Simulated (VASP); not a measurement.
Input of a VASP 6.6.1 run:

INCAR

```
ALGO = Normal ; EDIFF = 1E-7
ENCUT = 520 ; GGA = PE
ISIF = 2 ; ISMEAR = 0
ISPIN = 2 ; LASPH = True
LCHARG = False ; LDAU = True
LDAUJ = 0 0 ; LDAUL = 2 -1
LDAUPRINT = 1 ; LDAUTYPE = 2
LDAUU = 3.9 0 ; LMAXMIX = 4
LORBIT = 11 ; LREAL = False
LWAVE = False ; MAGMOM = 4.74 -4.74 0 0
NBANDS = 31 ; NELM = 150
PREC = Accurate ; SIGMA = 0.05
```

Contents of KPOINTS:

```
k-points
0
Gamma
  8 8 8
```

POSCAR

```
MnS
1.0
    1.7930535544      1.0352199525      5.8039839510
   -1.7930535544      1.0352199525      5.8039839510
    0.0000000000     -2.0704399044      5.8039839511
Mn S
2 2
Direct
    0.0000000000      0.0000000000      0.0000000000
    0.5000000000      0.5000000000      0.5000000000
    0.7500000002      0.7500000002      0.7500000002
    0.2499999998      0.2499999998      0.2499999998
```

Potentials or basis: VASP PAW PBE potentials, release 64 (Mn_pv, S).

Run with:

```console
$ cat potpaw_PBE.64/Mn_pv/POTCAR potpaw_PBE.64/S/POTCAR > POTCAR
$ mpirun -np 1 vasp_std > vasp.out
```

(1) Estimate the site moments.

(2) Predict the band gap on the k mesh.

(3) Estimate the pressure.

Answers

(1) Mn +4.44, -4.44; S +0.00 μB.

(2) 2.03 eV.

(3) 11.6 GPa.

Caveat: the cell stands under pressure; the antiferromagnetic order is the one typed at the start, and another may lie lower.
